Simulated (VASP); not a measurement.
Runs of VASP 6.6.1 on Co. The structure is that of space group Im-3m (No. 229), or close to it. The cells are those of the table. 

| spin | cell | k mesh | smearing | gap on the mesh (eV) | pressure (GPa) | moment (μB) |
| --- | --- | --- | --- | --- | --- | --- |
| collinear, ferromagnetic start | a = 2.471 Å, angles 109.5°, 1 atom | 17 × 17 × 17 | fermi-dirac 0.05 eV | none | (a) | (c) |
| collinear, ferromagnetic start | a = 2.536 Å, angles 109.5°, 1 atom | 17 × 17 × 17 | fermi-dirac 0.05 eV | none | (b) | 1.75 |
| off | a = 2.365 Å, angles 109.5°, 1 atom | 18 × 18 × 18 | fermi-dirac 0.1 eV | none | 20.5 | - |
| collinear, ferromagnetic start | a = 2.566 Å, angles 109.5°, 1 atom | 17 × 17 × 17 | fermi-dirac 0.05 eV | none | -15.7 | 1.76 |
| off | a = 2.525 Å, angles 109.5°, 1 atom | 18 × 18 × 18 | fermi-dirac 0.1 eV | none | -17.5 | - |

Alike in all rows: task single point; level BLYP; potentials or basis VASP PAW PBE potentials, release 64 (Co); cutoff (eV) 520.

Question: Fill in the values left out.

Answer: (a) -0.4; (b) -11.9; (c) 1.74.

Caveats: the PAW data sets were made with another functional, which shifts forces and pressure a little.

A gap of «none» marks levels without a gap at the run's occupations.
